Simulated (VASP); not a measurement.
# AlFe in VASP: a series of runs

The runs below take AlFe through single point, with PBEsol, PBE+D4, PBE.

Program: VASP 6.6.1. These are calculated values, not measurements. Logs are shortened: lines on timing, memory, paths and dates and some standing lists are left out, and cuts for length are marked.

### 1 The cell of the first run

The typed cell holds 2 atoms: a = 2.910 Å, b = 2.910 Å, c = 2.910 Å, α = 90.00°, β = 90.00°, γ = 90.00°.

### 2 Single point, PBEsol, collinear spin, ferromagnetic start

File INCAR:

```
PREC = Accurate ; ENCUT = 520
EDIFF = 1E-6 ; ISMEAR = -1
SIGMA = 0.05 ; LREAL = False
LASPH = True ; NELM = 150
ALGO = Normal ; ISIF = 2
LWAVE = False ; LCHARG = True
ISPIN = 2 ; MAGMOM = 3 0
LORBIT = 11 ; LMAXMIX = 4
GGA = PS ; LELF = True
LVHAR = True ; NBANDS = 16
```

File KPOINTS:

```
Automatic mesh
0
Gamma
  7 7 7
```

File POSCAR:

```
AlFe
1.0
    2.9100000000      0.0000000000      0.0000000000
    0.0000000000      2.9100000000      0.0000000000
    0.0000000000      0.0000000000      2.9100000000
Fe Al
1 1
Direct
    0.5155890000      0.5065740000      0.4759670000
    0.0170700000      0.0156410000     -0.0109370000
```

Potentials or basis: VASP PAW PBE potentials, release 64 (Fe, Al).

Command:

```bash
cat potpaw_PBE.64/Fe/POTCAR potpaw_PBE.64/Al/POTCAR > POTCAR
mpirun -np 1 vasp_std > vasp.out
```

OUTCAR:

```text
PREC = Accurate
   ENCUT = 520
   EDIFF = 1E-6
   ISMEAR = -1
   LREAL = False
   LASPH = True
   NELM = 150
   ISIF = 2
   ISPIN = 2
   LORBIT = 11
   GGA = PS

 ion  position               nearest neighbor table
   1  0.516  0.507  0.476-   2 2.48   2 2.49   2 2.51   2 2.52   2 2.52   2 2.53   2 2.56   2 2.56

   2  0.017  0.016  0.989-   1 2.48   1 2.49   1 2.51   1 2.52   1 2.52   1 2.53   1 2.56   1 2.56

  LATTYP: Found a simple cubic cell.
 ALAT       =     2.9100000000

  Lattice vectors:

 A1 = (   2.9100000000,   0.0000000000,   0.0000000000)
 A2 = (   0.0000000000,   2.9100000000,   0.0000000000)
 A3 = (   0.0000000000,   0.0000000000,   2.9100000000)

Analysis of symmetry for initial positions (statically):
=====================================================================
 Subroutine PRICEL returns:
 Original cell was already a primitive cell.

 Routine SETGRP: Setting up the symmetry group for a
 simple cubic supercell.

 Subroutine GETGRP returns: Found  1 space group operations
 (whereof  1 operations were pure point group operations)
 out of a pool of 48 trial point group operations.

The static configuration has the point symmetry C_1 .

Analysis of symmetry for dynamics (positions and initial velocities):
=====================================================================
 Subroutine PRICEL returns:
 Original cell was already a primitive cell.

 Routine SETGRP: Setting up the symmetry group for a
 simple cubic supercell.

 Subroutine GETGRP returns: Found  1 space group operations
 (whereof  1 operations were pure point group operations)
 out of a pool of 48 trial point group operations.

The dynamic configuration has the point symmetry C_1 .

Analysis of structural, dynamic, and magnetic symmetry:
=====================================================================
 Subroutine PRICEL returns:
 Original cell was already a primitive cell.

 Routine SETGRP: Setting up the symmetry group for a
 simple cubic supercell.

 Subroutine GETGRP returns: Found  1 space group operations
 (whereof  1 operations were pure point group operations)
 out of a pool of 48 trial point group operations.

The overall configuration has the point symmetry C_1 .

 Subroutine INISYM returns: Found  1 space group operations
 (whereof  1 operations are pure point group operations),
 and found     1 'primitive' translations

----------------------------------------------------------------------------------------

                                     Primitive cell

  volume of cell :      24.6422

  direct lattice vectors                    reciprocal lattice vectors
     2.910000000  0.000000000  0.000000000     0.343642612  0.000000000  0.000000000
     0.000000000  2.910000000  0.000000000     0.000000000  0.343642612  0.000000000
     0.000000000  0.000000000  2.910000000     0.000000000  0.000000000  0.343642612

  length of vectors
     2.910000000  2.910000000  2.910000000     0.343642612  0.343642612  0.343642612

  position of ions in fractional coordinates (direct lattice)
     0.515589000  0.506574000  0.475967000
     0.017070000  0.015641000  0.989063000

  ion indices of the primitive-cell ions
   primitive index   ion index
                 1           1
                 2           2

----------------------------------------------------------------------------------------

 KPOINTS: Automatic mesh

Automatic generation of k-mesh.
 Grid dimensions read from file:
 generate k-points for:    7    7    7

 Generating k-lattice:

  Cartesian coordinates                     Fractional coordinates (reciprocal lattice)
     0.049091802  0.000000000  0.000000000     0.142857143  0.000000000  0.000000000
     0.000000000  0.049091802  0.000000000     0.000000000  0.142857143  0.000000000
     0.000000000  0.000000000  0.049091802     0.000000000  0.000000000  0.142857143

  Length of vectors
     0.049091802  0.049091802  0.049091802

  Shift w.r.t. Gamma in fractional coordinates (k-lattice)
     0.000000000  0.000000000  0.000000000

 Subroutine IBZKPT returns following result:
 ===========================================

 Found    172 irreducible k-points:

 Following reciprocal coordinates:
            Coordinates               Weight
  0.000000  0.000000  0.000000      1.000000
  0.142857  0.000000  0.000000      2.000000
  0.000000  0.142857  0.000000      2.000000
  0.000000  0.000000  0.142857      2.000000
  0.285714  0.000000  0.000000      2.000000
  0.000000  0.285714  0.000000      2.000000
[... 16 lines left out ...]
  0.000000 -0.285714  0.142857      2.000000
 -0.142857  0.000000  0.285714      2.000000
 [... further k-points ...]
   k-points           NKPTS =    172   k-points in BZ     NKDIM =    172   number of bands    NBANDS=     16
   number of dos      NEDOS =    301   number of ions     NIONS =      2
   total plane-waves  NPLWV =  13824
   dimension x,y,z NGX =    24 NGY =   24 NGZ =   24
   dimension x,y,z NGXF=    48 NGYF=   48 NGZF=   48
   ions per type =               1   1
   NGX,Y,Z   is equivalent  to a cutoff of  13.71, 13.71, 13.71 a.u.
   NGXF,Y,Z  is equivalent  to a cutoff of  27.42, 27.42, 27.42 a.u.
 SYSTEM =  unknown system
   PREC   = accura    normal or accurate (medium, high low for compatibility)
   ISTART =      0    job   : 0-new  1-cont  2-samecut
   ICHARG =      2    charge: 1-file 2-atom 10-const
   ISPIN  =      2    spin polarized calculation?
   LNONCOLLINEAR =      F non collinear calculations
   LSORBIT =      F    spin-orbit coupling
   LASPH  =      T    aspherical Exc in radial PAW
   ENCUT  =  520.0 eV  38.22 Ry    6.18 a.u.   5.41  5.41  5.41*2*pi/ulx,y,z
   NELM   =    150;   NELMIN=  2; NELMDL= -5     # of ELM steps
   EDIFF  = 0.1E-05   stopping-criterion for ELM
   LREAL  =      F    real-space projection
   EDIFFG = 0.1E-04   stopping-criterion for IOM
   NSW    =      0    number of steps for IOM
   IBRION =     -1    ionic relax: 0-MD 1-quasi-New 2-CG
   NFREE  =      0    steps in history (QN), initial steepest desc. (CG)
   ISIF   =      2    stress and relaxation
   ISYM   =      2    0-nonsym 1-usesym 2-fastsym
   POTIM  = 0.5000    time-step for ionic-motion
   TEBEG  =    0.0;   TEEND  =   0.0 temperature during run
   PSTRESS=    0.0 pullay stress
   NELECT =      11.0000    total number of electrons
   NUPDOWN=      -1.0000    fix difference up-down
   EMIN   =  10.00;   EMAX   =-10.00  energy-range for DOS
   EFERMI =   0.00;   METHOD = LEGACY
   ISMEAR =    -1;   SIGMA  =   0.05  broadening in eV -4-tet -1-fermi 0-gaus
   EFERMI_NEDOS =   21; number of points for ismear=-14 and -15
   IALGO  =     38    algorithm
   IMIX   =      4    mixing-type and parameters
     AMIX     =   0.40;   BMIX     =  1.00
     AMIX_MAG =   1.60;   BMIX_MAG =  1.00
  volume/ion in A,a.u.               =      12.32        83.15
  Fermi-wavevector in a.u.,A,eV,Ry     =   1.251160  2.364349 21.298567  1.565401
  Thomas-Fermi vector in A             =   2.385120
   LORBIT       =     11    0 simple, 1 ext, 2 COOP (PROOUT), +10 PAW based schemes
   GGA     = PS    functional components
   LHFCALC =     F    Hartree Fock is set to
   AEXX    =    0.0000 exact exchange contribution
   IVDW    =     0    specifies the selected vdW correction
   LEPSILON=     F    determine dielectric tensor
   LRPA    =     F    only Hartree local field effects (RPA)
 spin polarized calculation
  energy-cutoff  :      520.00
  volume of cell :       24.64
 maximum number of plane-waves:       691
 NGX is ok and might be reduce to    24
   NGX = 11   NGY = 11   NGZ = 11

 number of electron      11.0000000 magnetization       0.7615698

 Free energy of the ion-electron system (eV)
  ---------------------------------------------------
  ext. energy  EPLUGINS =         0.00000000
  ---------------------------------------------------
  free energy    TOTEN  =       -13.67603037 eV

  energy without entropy =      -13.65545409  energy(sigma->0) =      -13.66574223

 E-fermi :   7.5819     XC(G=0): -12.0813

 val. band max:        7.5814096750   @ k =   0.1429   0.1429   0.1429
 cond. band min:       7.6077298430   @ k =   0.1429   0.4286   0.4286
 fundamental gap:      0.0263201680
 Fermi energy:         7.5818633667

 spin component 1

 k-point     1 :       0.0000    0.0000    0.0000
  band No.  band energies     occupation
      1      -2.6760      1.00000
      2       5.0667      1.00000
      3       5.0675      1.00000
      4       7.1360      0.99987
      5       7.1363      0.99987
      6       7.1369      0.99986
[... 8 lines left out ...]
     15      28.8067      0.00000
     16      30.7651      0.00000

 k-point     2 :       0.1429    0.0000    0.0000
  band No.  band energies     occupation
      1      -2.3045      1.00000
      2       5.0103      1.00000
      3       5.1689      1.00000
      4       6.9375      1.00000
      5       6.9377      1.00000
      6       7.1574      0.99979
[... 8 lines left out ...]
     15      27.9758      0.00000
     16      28.7761      0.00000

 k-point     3 :       0.0000    0.1429    0.0000
  band No.  band energies     occupation
      1      -2.3046      1.00000
      2       5.0105      1.00000
      3       5.1686      1.00000
      4       6.9372      1.00000
      5       6.9376      1.00000
      6       7.1577      0.99979
[... 8 lines left out ...]
     15      27.9742      0.00000
     16      28.7800      0.00000
[... 362 lines left out ...]
 k-point    23 :       0.0000   -0.2857    0.1429
  band No.  band energies     occupation
      1      -0.8725      1.00000
      2       4.5468      1.00000
      3       5.4045      1.00000
      4       6.3491      1.00000
      5       6.5785      1.00000
      6       7.0335      0.99998
[... 8 lines left out ...]
     15      26.7458      0.00000
     16      27.5543      0.00000

 k-point    24 :      -0.1429    0.0000    0.2857
  band No.  band energies     occupation
      1      -0.8725      1.00000
      2       4.5470      1.00000
      3       5.4040      1.00000
      4       6.3485      1.00000
      5       6.5787      1.00000
      6       7.0340      0.99998
[... 8 lines left out ...]
     15      26.7488      0.00000
     16      27.5620      0.00000

 [... further k-points ...]

 spin component 2

 k-point     1 :       0.0000    0.0000    0.0000
  band No.  band energies     occupation
      1      -2.6687      1.00000
      2       5.5343      1.00000
      3       5.5348      1.00000
      4       7.9962      0.00025
      5       7.9997      0.00023
      6       8.0004      0.00023
[... 8 lines left out ...]
     15      28.8445      0.00000
     16      30.7464      0.00000

 k-point     2 :       0.1429    0.0000    0.0000
  band No.  band energies     occupation
      1      -2.2975      1.00000
      2       5.4292      1.00000
      3       5.6482      1.00000
      4       7.7644      0.02534
      5       7.7681      0.02356
      6       8.0237      0.00015
[... 8 lines left out ...]
     15      28.0286      0.00000
     16      28.7992      0.00000

 k-point     3 :       0.0000    0.1429    0.0000
  band No.  band energies     occupation
      1      -2.2975      1.00000
      2       5.4292      1.00000
      3       5.6480      1.00000
      4       7.7655      0.02479
      5       7.7679      0.02363
      6       8.0228      0.00015
[... 8 lines left out ...]
     15      28.0269      0.00000
     16      28.8035      0.00000
[... 362 lines left out ...]
 k-point    23 :       0.0000   -0.2857    0.1429
  band No.  band energies     occupation
      1      -0.8646      1.00000
      2       4.7970      1.00000
      3       5.8869      1.00000
      4       7.0597      0.99997
      5       7.3611      0.98806
      6       7.8811      0.00251
[... 8 lines left out ...]
     15      26.7707      0.00000
     16      27.6012      0.00000

 k-point    24 :      -0.1429    0.0000    0.2857
  band No.  band energies     occupation
      1      -0.8647      1.00000
      2       4.7970      1.00000
      3       5.8866      1.00000
      4       7.0581      0.99997
      5       7.3636      0.98744
      6       7.8804      0.00254
[... 8 lines left out ...]
     15      26.7747      0.00000
     16      27.6082      0.00000

 [... further k-points ...]
[... 5 lines left out ...]
  --------------------------------------------------------------------------------------
  -------------------------------------------------------------------------------------
  Total       -1.6157796     -1.6236005     -1.6321176      0.0024195      0.0209987      0.0033622
  in kB     -105.0542741   -105.5627702   -106.1165370      0.1573117      1.3652904      0.2186044
  external PRESSURE =    -105.5778604 kB  Pullay stress =       0.0000000 kB

 VOLUME and BASIS-vectors are now :
 -----------------------------------------------------------------------------
  energy-cutoff  :      520.00
  volume of cell :       24.64
      direct lattice vectors                 reciprocal lattice vectors
     2.910000000  0.000000000  0.000000000     0.343642612  0.000000000  0.000000000
     0.000000000  2.910000000  0.000000000     0.000000000  0.343642612  0.000000000
     0.000000000  0.000000000  2.910000000     0.000000000  0.000000000  0.343642612

 POSITION                                       TOTAL-FORCE (eV/Angst)
 -----------------------------------------------------------------------------------
      1.50036      1.47413      1.38506         0.029683      0.181604      0.261518
      0.04967      0.04552      2.87817        -0.029683     -0.181604     -0.261518
 -----------------------------------------------------------------------------------
    total drift:                               -0.000074      0.000109     -0.000092

  FREE ENERGIE OF THE ION-ELECTRON SYSTEM (eV)
  ---------------------------------------------------
  free  energy   TOTEN  =       -13.6760303665 eV

  energy  without entropy=      -13.6554540948  energy(sigma->0) =      -13.66574223

 total charge

# of ion       s       p       d       tot
------------------------------------------
    1        0.420   0.476   6.460   7.356
    2        0.395   0.420   0.000   0.815
--------------------------------------------------
tot          0.815   0.896   6.460   8.171

 magnetization (x)

# of ion       s       p       d       tot
------------------------------------------
    1       -0.002   0.005   0.811   0.813
    2       -0.009  -0.018   0.000  -0.027
--------------------------------------------------
tot         -0.011  -0.013   0.811   0.787
```

It took 2.2 min on 1 thread of AMD EPYC 9R45 (Zen 5), shared host; peak memory 0.19 GiB.

Results:

```
Free energy                                           : -13.6760 eV
Pressure                                              : -10.6 GPa
Largest force                                         : 0.320 eV/Å
Net moment                                            : 0.76 μB per cell
Site moments                                          : Fe +0.81; Al -0.03 μB
Valence electrons inside the program's atomic spheres : Fe 7.36; Al 0.81
```

Forces in eV/Å, atoms in the order of the input:
```
Fe   0.030  0.182  0.262
Al  -0.030 -0.182 -0.262
```

Caveat: the PAW data sets were made with another functional, which shifts forces and pressure a little.

[end of part 1 of 2]
